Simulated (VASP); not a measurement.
# CdTe (F-43m) in VASP: a series of runs, part 2 of 3

VASP 6.6.1. The steps go on from the part before.

### Step 3. Electric field gradients, PBE (volume scaled by 0.65)

Input file INCAR:

```
PREC = Accurate
ENCUT = 520
EDIFF = 1E-8
ISMEAR = -1
SIGMA = 0.05
LREAL = F
LASPH = T
NELM = 80
ALGO = Normal
ISIF = 2
LWAVE = F
LCHARG = F
GGA = PE
LEFG = T
NBANDS = 16
```

Input file KPOINTS:

```
regular mesh
0
Gamma
  10 10 10
```

Input file POSCAR:

```
CdTe
1.0
    0.0000000000      2.7762963326      2.7762963326
    2.7762963326      0.0000000000      2.7762963326
    2.7762963326      2.7762963326      0.0000000000
Cd Te
1 1
Direct
    0.0000000000      0.0000000000      0.0000000000
    0.2500000000      0.2500000000      0.2500000000
```

Potentials or basis: VASP PAW PBE potentials, release 64 (Cd, Te).

Launch:

```
$ cat potpaw_PBE.64/Cd/POTCAR potpaw_PBE.64/Te/POTCAR > POTCAR
$ mpirun -np 1 vasp_std > vasp.out
```

OUTCAR:

```text
PREC = Accurate
   ENCUT = 520
   EDIFF = 1E-8
   ISMEAR = -1
   LREAL = F
   LASPH = T
   NELM = 80
   ISIF = 2
   GGA = PE

 ion  position               nearest neighbor table
   1  0.000  0.000  0.000-   2 2.40   2 2.40   2 2.40   2 2.40
   2  0.250  0.250  0.250-   1 2.40   1 2.40   1 2.40   1 2.40

  LATTYP: Found a face centered cubic cell.
 ALAT       =     5.5525926652

  Lattice vectors:

 A1 = (   0.0000000000,   2.7762963326,   2.7762963326)
 A2 = (   2.7762963326,   0.0000000000,   2.7762963326)
 A3 = (   2.7762963326,   2.7762963326,   0.0000000000)

[... 667 lines left out ...]
  free  energy   TOTEN  =        -1.1193438178 eV

  energy  without entropy=       -1.1193437169  energy(sigma->0) =       -1.11934377

 Electric field gradients (V/A^2)
---------------------------------------------------------------------
 ion       V_xx      V_yy      V_zz      V_xy      V_xz      V_yz
---------------------------------------------------------------------
   1      -0.000     0.000     0.000     0.001     0.001     0.001
   2       0.000     0.000     0.000    -0.000    -0.000    -0.000
---------------------------------------------------------------------

 Electric field gradients after diagonalization (V/A^2)
 (convention: |V_zz| > |V_xx| > |V_yy|)
----------------------------------------------------------------------
 ion       V_xx      V_yy      V_zz     asymmetry (V_yy - V_xx)/ V_zz
----------------------------------------------------------------------
   1      -0.001    -0.001     0.002       0.000
   2       0.000     0.000    -0.000       0.000
----------------------------------------------------------------------

           NMR quadrupolar parameters

 Cq : quadrupolar parameter    Cq=e*Q*V_zz/h
 eta: asymmetry parameters     (V_yy - V_xx)/ V_zz
 Q  : nuclear electric quadrupole moment in mb (millibarn)
----------------------------------------------------------------------
 ion       Cq(MHz)       eta       Q (mb)
----------------------------------------------------------------------
   1       0.000       0.000       1.000
   2      -0.000       0.000       1.000
----------------------------------------------------------------------
```

OSZICAR:

```text
N       E                     dE             d eps       ncg     rms          rms(c)
DAV:   1     0.113629406238E+03    0.11363E+03   -0.90252E+03  1536   0.104E+03
DAV:   2     0.178474745982E+01   -0.11184E+03   -0.10632E+03  1752   0.260E+02
DAV:   3    -0.143717512877E+01   -0.32219E+01   -0.32169E+01  1928   0.462E+01
DAV:   4    -0.145971057672E+01   -0.22535E-01   -0.22534E-01  1976   0.364E+00
DAV:   5    -0.146005732899E+01   -0.34675E-03   -0.34675E-03  1936   0.377E-01    0.158E+01
DAV:   6    -0.116092241277E+01    0.29913E+00   -0.45201E-01  1872   0.115E+01    0.110E+01
DAV:   7    -0.112131741230E+01    0.39605E-01   -0.23016E-01  1840   0.370E+00    0.226E+00
DAV:   8    -0.111953151127E+01    0.17859E-02   -0.25867E-02  1712   0.222E+00    0.967E-01
DAV:   9    -0.111928601876E+01    0.24549E-03   -0.24909E-03  1816   0.385E-01    0.252E-01
DAV:  10    -0.111933425494E+01   -0.48236E-04   -0.13935E-04  2000   0.969E-02    0.850E-02
DAV:  11    -0.111934063973E+01   -0.63848E-05   -0.27175E-05  1720   0.458E-02    0.167E-02
DAV:  12    -0.111934363968E+01   -0.30000E-05   -0.24780E-06  1856   0.125E-02    0.468E-03
DAV:  13    -0.111934388593E+01   -0.24625E-06   -0.68596E-07  1680   0.592E-03    0.199E-03
DAV:  14    -0.111934376324E+01    0.12269E-06   -0.14312E-08  1840   0.105E-03    0.689E-04
DAV:  15    -0.111934382033E+01   -0.57087E-07   -0.19481E-09  1288   0.458E-04    0.275E-04
DAV:  16    -0.111934381778E+01    0.25436E-08   -0.19285E-10   936   0.152E-04
   1 F= -.11193438E+01 E0= -.11193438E+01  d E =-.100874E-06
```

stdout:

```text
POSCAR found type information on POSCAR CdTe
 POSCAR found :  2 types and       2 ions
 scaLAPACK will be used
 LDA part: xc-table for (Slater+PW92), standard interpolation
 POSCAR, INCAR and KPOINTS ok, starting setup
 FFT: planning ... GRIDC
 FFT: planning ... GRID_SOFT
 FFT: planning ... GRID
 WAVECAR not read
 entering main loop
ion   1

ion   2
```

It took 42 s on 1 thread of Intel Xeon Platinum 8488C (Sapphire Rapids), shared host; peak memory 0.19 GiB.

What came out:

```
Free energy            : -1.1193 eV
Pressure               : 65.7 GPa
Band gap on the k mesh : 1.15 eV, indirect (least direct gap 2.15 eV)
```

Levels at points of the mesh, in eV from the valence-band top:
| k point | band 5 | band 6 | band 7 | band 8 | band 9 | band 10 | band 11 | band 12 | band 13 | band 14 |
| --- | --- | --- | --- | --- | --- | --- | --- | --- | --- | --- |
| (0.00, 0.00, 0.00) | -10.55 | -10.55 | 0.00 | 0.00 | 0.00 | 2.15 | 3.80 | 3.80 | 3.80 | 7.62 |
| (0.50, 0.00, 0.00) | -10.52 | -9.65 | -8.13 | -1.81 | -1.81 | 2.07 | 4.54 | 4.54 | 6.28 | 10.86 |
| (0.50, 0.50, 0.00) | -10.47 | -9.31 | -7.23 | -4.16 | -4.16 | 1.15 | 1.77 | 11.23 | 11.38 | 11.38 |

Caveat: without QUAD_EFG the Cq values of the log hold for a quadrupole moment of 1 mb, not for the nuclei; spin-orbit coupling is left out, which moves the levels of the heavy elements.

### Step 4. Electric field gradients, PBE (volume scaled by 0.7)

Input file INCAR:

```
SYSTEM = CdTe
PREC = Accurate ; ENCUT = 520
EDIFF = 1E-8 ; ISMEAR = -1
SIGMA = 0.05 ; LREAL = .False.
LASPH = .True. ; NELM = 80
ALGO = Normal ; ISIF = 2
LWAVE = .False. ; LCHARG = .False.
GGA = PE ; LEFG = .True.
NBANDS = 16
```

Input file KPOINTS:

```
Automatic mesh
0
Gamma
  10 10 10
  0 0 0
```

Input file POSCAR:

```
CdTe
1.0
    0.0000000000      2.8457323256      2.8457323256
    2.8457323256      0.0000000000      2.8457323256
    2.8457323256      2.8457323256      0.0000000000
Cd Te
1 1
Direct
    0.0000000000      0.0000000000      0.0000000000
    0.2500000000      0.2500000000      0.2500000000
```

Potentials or basis: VASP PAW PBE potentials, release 64 (Cd, Te).

Launch:

```
$ cat potpaw_PBE.64/Cd/POTCAR potpaw_PBE.64/Te/POTCAR > POTCAR
$ mpirun -np 1 vasp_std > vasp.out
```

OUTCAR:

```text
SYSTEM = CdTe
   PREC = Accurate
   ENCUT = 520
   EDIFF = 1E-8
   ISMEAR = -1
   LREAL = .False.
   LASPH = .True.
   NELM = 80
   ISIF = 2
   GGA = PE

 ion  position               nearest neighbor table
   1  0.000  0.000  0.000-   2 2.46   2 2.46   2 2.46   2 2.46
   2  0.250  0.250  0.250-   1 2.46   1 2.46   1 2.46   1 2.46

  LATTYP: Found a face centered cubic cell.
 ALAT       =     5.6914646512

  Lattice vectors:

 A1 = (   0.0000000000,   2.8457323256,   2.8457323256)
 A2 = (   2.8457323256,   0.0000000000,   2.8457323256)
 A3 = (   2.8457323256,   2.8457323256,   0.0000000000)

Analysis of symmetry for initial positions (statically):
=====================================================================
 Subroutine PRICEL returns:
 Original cell was already a primitive cell.

 Routine SETGRP: Setting up the symmetry group for a
 face centered cubic supercell.

 Subroutine GETGRP returns: Found 24 space group operations
 (whereof 24 operations were pure point group operations)
 out of a pool of 48 trial point group operations.

The static configuration has the point symmetry T_d .

Analysis of symmetry for dynamics (positions and initial velocities):
=====================================================================
 Subroutine PRICEL returns:
 Original cell was already a primitive cell.

 Routine SETGRP: Setting up the symmetry group for a
 face centered cubic supercell.

 Subroutine GETGRP returns: Found 24 space group operations
 (whereof 24 operations were pure point group operations)
 out of a pool of 48 trial point group operations.

The dynamic configuration has the point symmetry T_d .

[... 158 lines left out ...]
      4      -3.6555      2.00000
      5      -2.9918      2.00000
      6      -2.9918      2.00000
[... 433 lines left out ...]
      3      -3.3227      2.00000
      4      -3.2842      2.00000
      5      -2.9393      2.00000
      6      -2.6158      2.00000
[... 8 lines left out ...]
     15      18.1870      0.00000
     16      19.6127      0.00000

 [... further k-points ...]

------------------------ aborting loop because EDIFF is reached ----------------------------------------

  FORCE on cell =-STRESS in cart. coord.  units (eV):
  Direction    XX          YY          ZZ          XY          YZ          ZX
  --------------------------------------------------------------------------------------
  -------------------------------------------------------------------------------------
  Total       13.6247181     13.6247181     13.6247181      0.0000000     -0.0000000      0.0000000
  in kB      473.6155691    473.6155691    473.6155691      0.0000000     -0.0000000      0.0000000
  external PRESSURE =     473.6155691 kB  Pullay stress =       0.0000000 kB

 VOLUME and BASIS-vectors are now :
 -----------------------------------------------------------------------------
  energy-cutoff  :      520.00
  volume of cell :       46.09
      direct lattice vectors                 reciprocal lattice vectors
     0.000000000  2.845732326  2.845732326    -0.175701697  0.175701697  0.175701697
     2.845732326  0.000000000  2.845732326     0.175701697 -0.175701697  0.175701697
     2.845732326  2.845732326  0.000000000     0.175701697  0.175701697 -0.175701697

 POSITION                                       TOTAL-FORCE (eV/Angst)
 -----------------------------------------------------------------------------------
      0.00000      0.00000      0.00000        -0.000000     -0.000000     -0.000000
      1.42287      1.42287      1.42287         0.000000      0.000000      0.000000
 -----------------------------------------------------------------------------------
    total drift:                                0.000000      0.000000     -0.000000

  FREE ENERGIE OF THE ION-ELECTRON SYSTEM (eV)
  ---------------------------------------------------
  free  energy   TOTEN  =        -2.2703949152 eV

  energy  without entropy=       -2.2703949080  energy(sigma->0) =       -2.27039491

 Electric field gradients (V/A^2)
---------------------------------------------------------------------
 ion       V_xx      V_yy      V_zz      V_xy      V_xz      V_yz
---------------------------------------------------------------------
   1      -0.000     0.000    -0.000    -0.001    -0.001    -0.001
   2      -0.000     0.000     0.000     0.000     0.000     0.000
---------------------------------------------------------------------

 Electric field gradients after diagonalization (V/A^2)
 (convention: |V_zz| > |V_xx| > |V_yy|)
----------------------------------------------------------------------
 ion       V_xx      V_yy      V_zz     asymmetry (V_yy - V_xx)/ V_zz
----------------------------------------------------------------------
   1       0.001     0.001    -0.002       0.000
   2      -0.000    -0.000     0.000       0.000
----------------------------------------------------------------------

           NMR quadrupolar parameters

 Cq : quadrupolar parameter    Cq=e*Q*V_zz/h
 eta: asymmetry parameters     (V_yy - V_xx)/ V_zz
 Q  : nuclear electric quadrupole moment in mb (millibarn)
----------------------------------------------------------------------
 ion       Cq(MHz)       eta       Q (mb)
----------------------------------------------------------------------
   1      -0.000       0.000       1.000
   2       0.000       0.000       1.000
----------------------------------------------------------------------
```

OSZICAR:

```text
N       E                     dE             d eps       ncg     rms          rms(c)
DAV:   1     0.111416449080E+03    0.11142E+03   -0.90387E+03  1544   0.105E+03
DAV:   2     0.743651240412E+00   -0.11067E+03   -0.10518E+03  1816   0.257E+02
DAV:   3    -0.254636350863E+01   -0.32900E+01   -0.32860E+01  1896   0.459E+01
DAV:   4    -0.257031922991E+01   -0.23956E-01   -0.23955E-01  1960   0.366E+00
DAV:   5    -0.257067231391E+01   -0.35308E-03   -0.35308E-03  1968   0.361E-01    0.134E+01
DAV:   6    -0.230266118164E+01    0.26801E+00   -0.42520E-01  1840   0.107E+01    0.952E+00
DAV:   7    -0.227154036997E+01    0.31121E-01   -0.20093E-01  1824   0.336E+00    0.220E+00
DAV:   8    -0.227041912597E+01    0.11212E-02   -0.22561E-02  1688   0.203E+00    0.854E-01
DAV:   9    -0.227032840048E+01    0.90725E-04   -0.19495E-03  1856   0.379E-01    0.237E-01
DAV:  10    -0.227038132593E+01   -0.52925E-04   -0.12958E-04  1920   0.951E-02    0.743E-02
DAV:  11    -0.227039204944E+01   -0.10724E-04   -0.30482E-05  1728   0.501E-02    0.141E-02
DAV:  12    -0.227039470177E+01   -0.26523E-05   -0.31806E-06  1816   0.173E-02    0.498E-03
DAV:  13    -0.227039495867E+01   -0.25690E-06   -0.82090E-07  1688   0.678E-03    0.152E-03
DAV:  14    -0.227039485336E+01    0.10531E-06   -0.31481E-08  1944   0.130E-03    0.699E-04
DAV:  15    -0.227039491431E+01   -0.60946E-07   -0.50512E-09  1312   0.905E-04    0.251E-04
DAV:  16    -0.227039491517E+01   -0.85902E-09   -0.37575E-10   984   0.202E-04
   1 F= -.22703949E+01 E0= -.22703949E+01  d E =-.717704E-08
```

stdout:

```text
POSCAR found type information on POSCAR CdTe
 POSCAR found :  2 types and       2 ions
 scaLAPACK will be used
 LDA part: xc-table for (Slater+PW92), standard interpolation
 POSCAR, INCAR and KPOINTS ok, starting setup
 FFT: planning ... GRIDC
 FFT: planning ... GRID_SOFT
 FFT: planning ... GRID
 WAVECAR not read
 entering main loop
ion   1

ion   2
```

It took 46 s on 1 thread of Intel Xeon Platinum 8488C (Sapphire Rapids), shared host; peak memory 0.19 GiB.

Results:

```
Free energy            : -2.2704 eV
Pressure               : 47.4 GPa
Band gap on the k mesh : 1.43 eV, indirect (least direct gap 1.96 eV)
```

Caveat: without QUAD_EFG the Cq values of the log hold for a quadrupole moment of 1 mb, not for the nuclei; spin-orbit coupling is left out, which moves the levels of the heavy elements. A k mesh can miss the band edges.

[end of part 2 of 3]
